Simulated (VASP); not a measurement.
# Sb (I4/mcm) in VASP: settings compared, part 2 of 2

VASP 6.6.1.

## 4. Single point, LDA

This run uses another cell than the first one, of 34.87 Å³/atom, 1.039 times its volume.

Input file INCAR:

```
PREC = Accurate
ENCUT = 520
EDIFF = 1E-7
ISMEAR = -1
SIGMA = 0.05
LREAL = False
LASPH = True
NELM = 100
ALGO = Normal
ISIF = 2
LWAVE = False
LCHARG = False
GGA = CA
NBANDS = 18
```

Input file KPOINTS:

```
Automatic mesh
0
Gamma
  7 7 7
```

Input file POSCAR:

```
Sb
1.0
   -4.1090505274      4.1090505274      2.0652122148
    4.1090505274     -4.1090505274      2.0652122148
    4.1090505274      4.1090505274     -2.0652122148
Sb
4
Direct
    0.6512630600      0.1512630600      0.8025261200
    0.1512630600      0.3487369400      0.5000000000
    0.3487369400      0.8487369400      0.1974738800
    0.8487369400      0.6512630600      0.5000000000
```

Launch:

```console
$ cat potpaw_LDA.64/Sb/POTCAR > POTCAR
$ mpirun -np 1 vasp_std > vasp.out
```

It took 87 s on 1 thread of Intel Xeon Platinum 8259CL at 2.50GHz (Skylake/Cascade Lake), shared host; peak memory 0.27 GiB.

The run converged. Its results:

```
Free energy            : -17.9840 eV
Pressure               : -4.1 GPa
Largest force          : 0.125 eV/Å
Band gap on the k mesh : zero (band 10 reaches 5.93 eV, above the bottom of band 11 at 4.43 eV)
```

Forces on the atoms (eV/Å):
```
Sb  -0.088 -0.088  0.000
Sb   0.088 -0.088  0.000
Sb   0.088  0.088  0.000
Sb  -0.088  0.088  0.000
```

Stress tensor (GPa, compression positive):
```
-3.73  0.00  0.00
 0.00 -3.73  0.00
 0.00  0.00 -4.80
```

Levels at points of the mesh, in eV from the Fermi level:
| k point | band 7 | band 8 | band 9 | band 10 | band 11 | band 12 | band 13 | band 14 |
| --- | --- | --- | --- | --- | --- | --- | --- | --- |
| (0.00, 0.00, 0.00) | -1.13 | -1.13 | -0.90 | -0.85 | -0.85 | -0.39 | 2.62 | 2.62 |

Caveat: spin-orbit coupling is left out, which moves the levels of the heavy elements.

## 5. Single point, r2SCAN

This run uses another cell than the first one, of 32.90 Å³/atom, 0.980 times its volume.

Input file POSCAR:

```
Sb
1.0
   -4.0300106443      4.0300106443      2.0254867038
    4.0300106443     -4.0300106443      2.0254867038
    4.0300106443      4.0300106443     -2.0254867038
Sb
4
Direct
    0.6512630600      0.1512630600      0.8025261200
    0.1512630600      0.3487369400      0.5000000000
    0.3487369400      0.8487369400      0.1974738800
    0.8487369400      0.6512630600      0.5000000000
```

Input file INCAR.step1:

```
  PREC = Accurate
  ENCUT = 520
  ISMEAR = -1
  SIGMA = 0.05
  LREAL = F
  LASPH = T
  NELM = 80
  NBANDS = 18
  GGA = PE
  ALGO = Normal
  EDIFF = 1E-4
  LWAVE = T
  LCHARG = F
```

Input file INCAR.step2:

```
  PREC = Accurate
  ENCUT = 520
  EDIFF = 1E-6
  ISMEAR = -1
  SIGMA = 0.05
  LREAL = F
  LASPH = T
  NELM = 80
  ALGO = Normal
  ISIF = 2
  LWAVE = F
  LCHARG = F
  METAGGA = R2SCAN
  LMIXTAU = T
  NBANDS = 18
  ISTART = 1
```

Input file KPOINTS:

```
regular mesh
0
Gamma
  7 7 7
```

Potentials or basis: VASP PAW PBE potentials, release 64 (Sb).

Launch:

```console
$ cat potpaw_PBE.64/Sb/POTCAR > POTCAR
$ cp INCAR.step1 INCAR
$ mpirun -np 1 vasp_std > vasp.out
$ cp INCAR.step2 INCAR
$ mpirun -np 1 vasp_std > vasp.out
```

It took 6.5 min on 1 thread of Intel Xeon Platinum 8259CL at 2.50GHz (Skylake/Cascade Lake), shared host; peak memory 0.38 GiB.

It converged, with:

| Quantity | Value |
| --- | --- |
| Free energy | -101.4616 eV |
| Pressure | 0.7 GPa |
| Largest force | 0.059 eV/Å |
| Band gap on the k mesh | zero (band 10 reaches 6.66 eV, above the bottom of band 11 at 4.96 eV) |

Forces on the atoms (eV/Å):
```
Sb   0.042  0.042  0.000
Sb  -0.042  0.042  0.000
Sb  -0.042 -0.042  0.000
Sb   0.042 -0.042  0.000
```

Stress tensor (GPa, compression positive):
```
0.58 0.00 0.00
0.00 0.58 0.00
0.00 0.00 0.88
```

Levels at points of the mesh, in eV from the Fermi level:
```
           k point  band 8  band 9  band 10  band 11  band 12  band 13
(0.00, 0.00, 0.00)   -1.12   -1.12    -1.09    -1.09    -0.27     2.84
```

Caveat: the PAW data sets were made with another functional, which shifts forces and pressure a little; spin-orbit coupling is left out, which moves the levels of the heavy elements.

## 6. Single point, r2SCAN

This run uses another cell than the first one, of 30.92 Å³/atom, 0.922 times its volume.

Input file POSCAR:

```
Sb
1.0
   -3.9477424451      3.9477424451      1.9841386384
    3.9477424451     -3.9477424451      1.9841386384
    3.9477424451      3.9477424451     -1.9841386384
Sb
4
Direct
    0.6512630600      0.1512630600      0.8025261200
    0.1512630600      0.3487369400      0.5000000000
    0.3487369400      0.8487369400      0.1974738800
    0.8487369400      0.6512630600      0.5000000000
```

Input file INCAR.step1:

```
SYSTEM = Sb
ALGO = Normal
EDIFF = 1E-4
ENCUT = 520
GGA = PE
ISMEAR = -1
LASPH = .TRUE.
LCHARG = .FALSE.
LREAL = .FALSE.
LWAVE = .TRUE.
NBANDS = 18
NELM = 100
PREC = Accurate
SIGMA = 0.05
```

Input file INCAR.step2:

```
SYSTEM = Sb
ALGO = Normal
EDIFF = 1E-7
ENCUT = 520
ISIF = 2
ISMEAR = -1
ISTART = 1
LASPH = .TRUE.
LCHARG = .TRUE.
LELF = .TRUE.
LMIXTAU = .TRUE.
LREAL = .FALSE.
LVHAR = .TRUE.
LWAVE = .FALSE.
METAGGA = R2SCAN
NBANDS = 18
NELM = 100
PREC = Accurate
SIGMA = 0.05
```

Input file KPOINTS:

```
k-points
0
G
  7 7 7
  0 0 0
```

Potentials or basis: VASP PAW PBE potentials, release 64 (Sb).

Launch:

```console
$ cat potpaw_PBE.64/Sb/POTCAR > POTCAR
$ cp INCAR.step1 INCAR
$ mpirun -np 1 vasp_std > vasp.out
$ cp INCAR.step2 INCAR
$ mpirun -np 1 vasp_std > vasp.out
```

It took 6.1 min on 1 thread of Intel Xeon Platinum 8259CL at 2.50GHz (Skylake/Cascade Lake), shared host; peak memory 0.37 GiB.

Results (log left out):

```
Free energy            : -101.3387 eV
Pressure               : 4.5 GPa
Largest force          : 0.157 eV/Å
Band gap on the k mesh : zero (band 10 reaches 7.34 eV, above the bottom of band 11 at 5.70 eV)
```

Forces on the atoms (eV/Å):
```
Sb   0.111  0.111  0.000
Sb  -0.111  0.111  0.000
Sb  -0.111 -0.111  0.000
Sb   0.111 -0.111  0.000
```

Stress tensor (GPa, compression positive):
```
3.98 0.00 0.00
0.00 3.98 0.00
0.00 0.00 5.59
```

Levels at points of the mesh, in eV from the Fermi level:
```csv
k point,band 7,band 8,band 9,band 10,band 11,band 12,band 13,band 14
"(0.00, 0.00, 0.00)",-1.30,-1.18,-1.18,-1.10,-1.10,-0.24,2.82,2.82
```

Caveat: the PAW data sets were made with another functional, which shifts forces and pressure a little; spin-orbit coupling is left out, which moves the levels of the heavy elements.

## 7. Overview

```csv
level,potentials or basis,cell,gap on the mesh (eV),pressure (GPa),largest force (eV/Å)
LDA,"VASP PAW LDA potentials, release 64 (Sb)","a = 6.089 Å, angles 96.4, 96.4, 140.9°, 4 atoms",none,-2.6,0.07
LDA,"VASP PAW LDA potentials, release 64 (Sb)","a = 6.128 Å, angles 96.4, 96.4, 140.9°, 4 atoms",none,-3.4,0.10
LDA,"VASP PAW LDA potentials, release 64 (Sb)","a = 6.167 Å, angles 96.4, 96.4, 140.9°, 4 atoms",none,-4.1,0.12
r2SCAN,"VASP PAW PBE potentials, release 64 (Sb)","a = 6.049 Å, angles 96.4, 96.4, 140.9°, 4 atoms",none,0.7,0.06
r2SCAN,"VASP PAW PBE potentials, release 64 (Sb)","a = 5.925 Å, angles 96.4, 96.4, 140.9°, 4 atoms",none,4.5,0.16
```

Alike in all rows: task single point; no spin polarisation; k mesh 7 × 7 × 7; cutoff (eV) 520; smearing fermi-dirac 0.05 eV.

Caveats: spin-orbit coupling is left out, which moves the levels of the heavy elements; the PAW data sets were made with another functional, which shifts forces and pressure a little (some runs).

Total energies depend on the potentials used, so only differences within one code and one set of settings carry meaning.
